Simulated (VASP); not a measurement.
Input of a VASP 6.6.1 run:

File INCAR:

```
SYSTEM = SiC
  PREC = Accurate
  ENCUT = 600
  EDIFF = 1E-6
  ISMEAR = 0
  SIGMA = 0.01
  LREAL = .FALSE.
  LASPH = .TRUE.
  NELM = 120
  ALGO = Normal
  ISIF = 2
  LWAVE = .FALSE.
  LCHARG = .FALSE.
  GGA = CA
  NBANDS = 11
  GGA_COMPAT = .FALSE.
```

The input KPOINTS:

```
regular mesh
0
G
  9 9 9
  0 0 0
```

POSCAR

```
SiC
1.0
    0.0000000000      2.1769970000      2.1769970000
    2.1769970000      0.0000000000      2.1769970000
    2.1769970000      2.1769970000      0.0000000000
Si C
1 1
Direct
    0.2500000000      0.2500000000      0.2500000000
    0.0000000000      0.0000000000      0.0000000000
```

Potentials or basis: VASP PAW LDA potentials, release 64 (Si, C).

Command:

```bash
$ cat potpaw_LDA.64/Si/POTCAR potpaw_LDA.64/C/POTCAR > POTCAR
$ mpirun -np 1 vasp_std > vasp.out
```

(1) Estimate the band gap on the k mesh.

(2) Estimate the pressure.

Results:

(1) 1.45 eV, indirect (least direct gap 4.58 eV).

(2) -3.6 GPa.
